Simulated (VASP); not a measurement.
# Na2Al (P4/nmm) in VASP: further runs, part 2 of 2

VASP 6.6.1. The steps go on from the part before.

## 3. Single point, PBE

This run uses another cell than the first one, of 30.24 Å³/atom, 1.737 times its volume.

INCAR reads:

```
PREC     = Accurate       # precision mode
ENCUT    = 520            # plane-wave cutoff, eV
EDIFF    = 1E-6           # SCF threshold, eV
ISMEAR   = 0              # smearing method
SIGMA    = 0.1            # smearing width, eV
LREAL    = F              # projectors in reciprocal space
LASPH    = T              # aspherical terms in the spheres
NELM     = 80             # most SCF steps
ALGO     = Normal         # electronic algorithm
ISIF     = 2              # what is computed and relaxed
LWAVE    = F              # write WAVECAR
LCHARG   = F              # write CHGCAR
GGA      = PE             # functional
NBANDS   = 26             # bands
```

KPOINTS reads:

```
Automatic mesh
0
Gamma
  4 4 4
```

POSCAR reads:

```
Na2Al
1.0
    4.6515155564      0.0000000000      0.0000000000
    0.0000000000      4.6515155564      0.0000000000
    0.0000000000      0.0000000000      8.3868778431
Na Al
4 2
Direct
    0.0000000000      0.0000000000      0.0000000000
    0.5000000000      0.5000000000      0.0000000000
    0.0000000000      0.5000000000      0.3557731145
    0.5000000000      0.0000000000      0.6442268855
    0.0000000000      0.5000000000      0.7307406167
    0.5000000000      0.0000000000      0.2692593833
```

Potentials or basis: VASP PAW PBE potentials, release 64 (Na_pv, Al).

Run with:

```console
> cat potpaw_PBE.64/Na_pv/POTCAR potpaw_PBE.64/Al/POTCAR > POTCAR
> mpirun -np 1 vasp_std > vasp.out
```

OUTCAR:

```text
PREC = Accurate
   ENCUT = 520
   EDIFF = 1E-6
   ISMEAR = 0
   LREAL = F
   LASPH = T
   NELM = 80
   ISIF = 2
   GGA = PE

 ion  position               nearest neighbor table
   1  0.000  0.000  0.000-
   2  0.500  0.500  0.000-
   3  0.000  0.500  0.356-
   4  0.500  0.000  0.644-
   5  0.000  0.500  0.731-
   6  0.500  0.000  0.269-

  LATTYP: Found a simple tetragonal cell.
 ALAT       =     4.6515155564
 C/A-ratio  =     1.8030419852

  Lattice vectors:

 A1 = (   4.6515155564,   0.0000000000,   0.0000000000)
 A2 = (   0.0000000000,   4.6515155564,   0.0000000000)
 A3 = (   0.0000000000,   0.0000000000,   8.3868778431)

Analysis of symmetry for initial positions (statically):
=====================================================================
 Subroutine PRICEL returns:
 Original cell was already a primitive cell.

 Routine SETGRP: Setting up the symmetry group for a
 simple tetragonal supercell.

 Subroutine GETGRP returns: Found 16 space group operations
 (whereof  8 operations were pure point group operations)
 out of a pool of 16 trial point group operations.

The static configuration has the point symmetry D_2d.
 The point group associated with its full space group is D_4h.

Analysis of symmetry for dynamics (positions and initial velocities):
=====================================================================
 Subroutine PRICEL returns:
 Original cell was already a primitive cell.

 Routine SETGRP: Setting up the symmetry group for a
 simple tetragonal supercell.

 Subroutine GETGRP returns: Found 16 space group operations
 (whereof  8 operations were pure point group operations)
 out of a pool of 16 trial point group operations.

The dynamic configuration has the point symmetry D_2d.
 The point group associated with its full space group is D_4h.

 Subroutine INISYM returns: Found 16 space group operations
 (whereof  8 operations are pure point group operations),
 and found     1 'primitive' translations

----------------------------------------------------------------------------------------

                                     Primitive cell

  volume of cell :     181.4635

  direct lattice vectors                    reciprocal lattice vectors
     4.651515556  0.000000000  0.000000000     0.214983695  0.000000000  0.000000000
     0.000000000  4.651515556  0.000000000     0.000000000  0.214983695  0.000000000
     0.000000000  0.000000000  8.386877843     0.000000000  0.000000000  0.119233882

  length of vectors
     4.651515556  4.651515556  8.386877843     0.214983695  0.214983695  0.119233882

  position of ions in fractional coordinates (direct lattice)
     0.000000000  0.000000000  0.000000000
     0.500000000  0.500000000  0.000000000
     0.000000000  0.500000000  0.355773115
     0.500000000  0.000000000  0.644226885
     0.000000000  0.500000000  0.730740617
     0.500000000  0.000000000  0.269259383

  ion indices of the primitive-cell ions
   primitive index   ion index
                 1           1
                 2           2
                 3           3
                 4           4
[... 25 lines left out ...]
 ===========================================

 Found     18 irreducible k-points:

 Following reciprocal coordinates:
            Coordinates               Weight
  0.000000  0.000000  0.000000      1.000000
  0.250000  0.000000  0.000000      4.000000
  0.500000  0.000000  0.000000      2.000000
  0.250000  0.250000  0.000000      4.000000
  0.500000  0.250000  0.000000      4.000000
  0.500000  0.500000  0.000000      1.000000
[... 10 lines left out ...]
  0.500000  0.250000  0.500000      4.000000
  0.500000  0.500000  0.500000      1.000000
   k-points           NKPTS =     18   k-points in BZ     NKDIM =     18   number of bands    NBANDS=     26
   number of dos      NEDOS =    301   number of ions     NIONS =      6
   total plane-waves  NPLWV =  82944
   dimension x,y,z NGX =    36 NGY =   36 NGZ =   64
   dimension x,y,z NGXF=    72 NGYF=   72 NGZF=  128
   ions per type =               4   2
   NGX,Y,Z   is equivalent  to a cutoff of  12.87, 12.87, 12.69 a.u.
   NGXF,Y,Z  is equivalent  to a cutoff of  25.73, 25.73, 25.37 a.u.
 SYSTEM =  unknown system
   PREC   = accura    normal or accurate (medium, high low for compatibility)
   ISTART =      0    job   : 0-new  1-cont  2-samecut
   ICHARG =      2    charge: 1-file 2-atom 10-const
   ISPIN  =      1    spin polarized calculation?
   LNONCOLLINEAR =      F non collinear calculations
   LSORBIT =      F    spin-orbit coupling
   LASPH  =      T    aspherical Exc in radial PAW
   ENCUT  =  520.0 eV  38.22 Ry    6.18 a.u.   8.65  8.65 15.59*2*pi/ulx,y,z
   NELM   =     80;   NELMIN=  2; NELMDL= -5     # of ELM steps
   EDIFF  = 0.1E-05   stopping-criterion for ELM
   LREAL  =      F    real-space projection
   EDIFFG = 0.1E-04   stopping-criterion for IOM
   NSW    =      0    number of steps for IOM
   IBRION =     -1    ionic relax: 0-MD 1-quasi-New 2-CG
   NFREE  =      0    steps in history (QN), initial steepest desc. (CG)
   ISIF   =      2    stress and relaxation
   ISYM   =      2    0-nonsym 1-usesym 2-fastsym
   POTIM  = 0.5000    time-step for ionic-motion
   TEBEG  =    0.0;   TEEND  =   0.0 temperature during run
   PSTRESS=    0.0 pullay stress
   NELECT =      34.0000    total number of electrons
   NUPDOWN=      -1.0000    fix difference up-down
   EMIN   =  10.00;   EMAX   =-10.00  energy-range for DOS
   EFERMI =   0.00;   METHOD = LEGACY
   ISMEAR =     0;   SIGMA  =   0.10  broadening in eV -4-tet -1-fermi 0-gaus
   EFERMI_NEDOS =   21; number of points for ismear=-14 and -15
   IALGO  =     38    algorithm
   IMIX   =      4    mixing-type and parameters
     AMIX     =   0.40;   BMIX     =  1.00
     AMIX_MAG =   1.60;   BMIX_MAG =  1.00
  volume/ion in A,a.u.               =      30.24       204.10
  Fermi-wavevector in a.u.,A,eV,Ry     =   0.936781  1.770259 11.939909  0.877559
  Thomas-Fermi vector in A             =   2.063825
   LORBIT       =      0    0 simple, 1 ext, 2 COOP (PROOUT), +10 PAW based schemes
   GGA     = PE    functional components
   LHFCALC =     F    Hartree Fock is set to
   AEXX    =    0.0000 exact exchange contribution
   IVDW    =     0    specifies the selected vdW correction
   LEPSILON=     F    determine dielectric tensor
   LRPA    =     F    only Hartree local field effects (RPA)
 non-spin polarized calculation
 Gauss-broadening in eV      SIGMA  =   0.10
  energy-cutoff  :      520.00
  volume of cell :      181.46
 maximum number of plane-waves:      4944
 NGX is ok and might be reduce to    36
   NGX = 17   NGY = 17   NGZ = 31

 number of electron      34.0000050 magnetization

 Free energy of the ion-electron system (eV)
  ---------------------------------------------------
  ext. energy  EPLUGINS =         0.00000000
  ---------------------------------------------------
  free energy    TOTEN  =       -10.62796632 eV

  energy without entropy =      -10.59314371  energy(sigma->0) =      -10.61055502

 E-fermi :   1.2384     XC(G=0):  -7.3744

 val. band max:        1.2229669649   @ k =   0.2500   0.2500   0.5000
 cond. band min:       1.2447717864   @ k =   0.5000   0.0000   0.2500
 fundamental gap:      0.0218048214
 Fermi energy:         1.2384474002

 k-point     1 :       0.0000    0.0000    0.0000
  band No.  band energies     occupation
      1     -23.1031      2.00000
      2     -23.1031      2.00000
      3     -23.0552      2.00000
      4     -23.0433      2.00000
      5     -23.0433      2.00000
      6     -23.0382      2.00000
[... 511 lines left out ...]
     25       5.3741      0.00000
     26       5.3741      0.00000

------------------------ aborting loop because EDIFF is reached ----------------------------------------

  FORCE on cell =-STRESS in cart. coord.  units (eV):
  Direction    XX          YY          ZZ          XY          YZ          ZX
  --------------------------------------------------------------------------------------
  -------------------------------------------------------------------------------------
  Total       -0.0961302     -0.0961302      0.0607740      0.0000000      0.0000000      0.0000000
  in kB       -0.8487524     -0.8487524      0.5365854      0.0000000      0.0000000      0.0000000
  external PRESSURE =      -0.3869731 kB  Pullay stress =       0.0000000 kB

 VOLUME and BASIS-vectors are now :
 -----------------------------------------------------------------------------
  energy-cutoff  :      520.00
  volume of cell :      181.46
      direct lattice vectors                 reciprocal lattice vectors
     4.651515556  0.000000000  0.000000000     0.214983695  0.000000000  0.000000000
     0.000000000  4.651515556  0.000000000     0.000000000  0.214983695  0.000000000
     0.000000000  0.000000000  8.386877843     0.000000000  0.000000000  0.119233882

 POSITION                                       TOTAL-FORCE (eV/Angst)
 -----------------------------------------------------------------------------------
      0.00000      0.00000      0.00000         0.000000     -0.000000     -0.000000
      2.32576      2.32576      0.00000         0.000000      0.000000     -0.000000
      0.00000      2.32576      2.98383         0.000000     -0.000000      0.001454
      2.32576      0.00000      5.40305        -0.000000      0.000000     -0.001454
      0.00000      2.32576      6.12863         0.000000      0.000000      0.003082
      2.32576      0.00000      2.25825        -0.000000     -0.000000     -0.003082
 -----------------------------------------------------------------------------------
    total drift:                                0.000000      0.000000      0.000000

  FREE ENERGIE OF THE ION-ELECTRON SYSTEM (eV)
  ---------------------------------------------------
  free  energy   TOTEN  =       -10.6279663198 eV

  energy  without entropy=      -10.5931437125  energy(sigma->0) =      -10.61055502
```

Run time: 25 s. Hardware: 1 thread of AMD EPYC 9R45 (Zen 5), shared host; peak memory 0.25 GiB.

Results:

- Free energy: -10.6280 eV
- Pressure: 0.0 GPa
- Largest force: 0.003 eV/Å
- Band gap on the k mesh: zero (band 17 reaches 2.63 eV, above the bottom of band 18 at 0.47 eV)

Forces in eV/Å, atoms in the order of the input:
```
Na   0.000  0.000  0.000
Na   0.000  0.000  0.000
Na   0.000  0.000  0.001
Na   0.000  0.000 -0.001
Al   0.000  0.000  0.003
Al   0.000  0.000 -0.003
```

Stress tensor (GPa, compression positive):
```
-0.08  0.00  0.00
 0.00 -0.08  0.00
 0.00  0.00  0.05
```

## 4. Relaxation of cell and atoms, PBE

INCAR reads:

```
ALGO = Normal ; EDIFF = 1E-6
EDIFFG = -0.04 ; ENCUT = 600
GGA = PE ; IBRION = 2
ISIF = 3 ; ISMEAR = 0
LASPH = True ; LCHARG = False
LREAL = False ; LWAVE = False
NELM = 100 ; NSW = 90
PREC = Accurate ; SIGMA = 0.1
```

KPOINTS reads:

```
k-points
0
Gamma
  4 4 4
```

POSCAR reads:

```
Na2Al
1.0
    4.0909532774      0.0000000000      0.0000000000
    0.0000000000      4.0909532774      0.0000000000
    0.0000000000      0.0000000000      6.2419830693
Na Al
4 2
Direct
    0.0000000000      0.0000000000      0.0000000000
    0.5000000000      0.5000000000      0.0000000000
    0.0000000000      0.5000000000      0.2700000000
    0.5000000000      0.0000000000      0.7300000000
    0.0000000000      0.5000000000      0.7000000000
    0.5000000000      0.0000000000      0.3000000000
```

Run with:

```console
> cat potpaw_PBE.64/Na_pv/POTCAR potpaw_PBE.64/Al/POTCAR > POTCAR
> mpirun -np 1 vasp_std > vasp.out
```

Wall time 3.5 min (1 thread of AMD EPYC 9R45 (Zen 5), shared host); peak memory 0.22 GiB.

It converged, with:

- Free energy: -10.5993 eV
- Relaxed volume: 29.75 Å³/atom
- Relaxed cell: a = 4.610 Å, b = 4.610 Å, c = 8.400 Å, α = 90.00°, β = 90.00°, γ = 90.00°
- Space group after relaxing (to 0.05 Å): P4/nmm (No. 129)
- Energy gained by relaxing: 624.4 meV/atom
- Ionic steps: 17
- Pressure after relaxing: 0.1 GPa
- Largest force after relaxing: 0.030 eV/Å
- Band gap on the k mesh: zero (band 17 reaches 2.74 eV, above the bottom of band 18 at 0.53 eV)

Forces in eV/Å, atoms in the order of the input:
```
Na   0.000  0.000  0.000
Na   0.000  0.000  0.000
Na   0.000  0.000 -0.030
Na   0.000  0.000  0.030
Al   0.000  0.000 -0.007
Al   0.000  0.000  0.007
```

Stress tensor (GPa, compression positive):
```
0.09 0.00 0.00
0.00 0.09 0.00
0.00 0.00 0.20
```

The path:
```csv
step,energy change (eV),largest force (eV/Å),pressure (GPa),volume (Å³)
1,0.0000,1.3865,22.55,104.47
2,-3.0361,0.5010,4.07,146.07
3,-3.3173,0.4303,1.49,162.15
4,-3.2941,0.3269,-1.26,197.75
5,-3.3833,0.3697,-0.24,179.48
6,-3.3848,0.3789,-0.02,176.71
7,-3.4069,0.3642,-0.01,176.82
8,-3.4696,0.3228,-0.03,177.10
9,-3.5761,0.2353,-0.05,177.50
10,-3.7031,0.1829,-0.01,177.68
11,-3.6074,0.2926,0.20,175.72
12,-3.7228,0.1886,0.03,177.39
13,-3.7242,0.1908,0.05,177.48
14,-3.7433,0.0609,-0.02,179.22
15,-3.7454,0.0095,-0.07,180.16
16,-3.7455,0.0081,-0.04,180.06
17,-3.7466,0.0303,0.12,178.49
```

Final structure:
```
Na Al
1.0
     4.60962    0.00000    0.00000
     0.00000    4.60962    0.00000
     0.00000    0.00000    8.39997
Na Al
4 2
Direct
  0.00000 0.00000 0.00000
  0.50000 0.50000 0.00000
  0.00000 0.50000 0.35998
  0.50000 0.00000 0.64002
  0.00000 0.50000 0.73164
  0.50000 0.00000 0.26836
```

Levels at points of the mesh, in eV from the Fermi level:
```tsv
k point	band 13	band 14	band 15	band 16	band 17	band 18	band 19	band 20	band 21
(0.00, 0.00, 0.00)	-5.61	-4.59	-2.10	1.14	1.14	1.27	1.92	1.92	2.25
(0.50, 0.00, 0.00)	-4.46	-4.46	-1.50	-1.50	-0.55	-0.55	2.00	2.00	3.81
(0.50, 0.50, 0.00)	-3.81	-3.81	-1.21	-1.21	-0.11	-0.11	0.29	0.29	1.35
(0.00, 0.00, 0.50)	-5.21	-5.20	-0.79	-0.65	1.44	1.44	1.47	1.47	2.55
(0.50, 0.00, 0.50)	-4.43	-4.43	-1.98	-1.98	0.57	0.57	2.01	2.18	2.18
(0.50, 0.50, 0.50)	-3.80	-3.80	-0.81	-0.81	-0.78	-0.78	-0.10	-0.10	2.37
```

Caveat: the k points lie up to 0.34 Å⁻¹ apart in the final cell; the volume moved by over 15 % at a fixed basis, so the end points are rough.

## 5. Overview

```tsv
task	cell	cutoff (eV)	gap on the mesh (eV)	pressure (GPa)	largest force (eV/Å)
single point	a = 4.091, b = 4.091, c = 6.242 Å, 6 atoms	520	none	22.6	1.39
single point	a = 4.652, b = 4.652, c = 8.387 Å, 6 atoms	520	none	0.0	-
relaxation of cell and atoms	relaxed from a = 4.091, b = 4.091, c = 6.242 Å, 6 atoms	600	none	0.1	0.03
```

Alike in all rows: level PBE; potentials or basis VASP PAW PBE potentials, release 64 (Na_pv, Al); no spin polarisation; k mesh 4 × 4 × 4; smearing gaussian 0.1 eV.

Caveats: some runs use coarse meshes; forces of over 1 eV/Å act on the atoms, so gaps and moduli don't describe the material at rest (some runs); the volume moved by over 15 % at a fixed basis, so the end points are rough (some runs).

Total energies depend on the potentials used, so only differences within one code and one set of settings carry meaning.
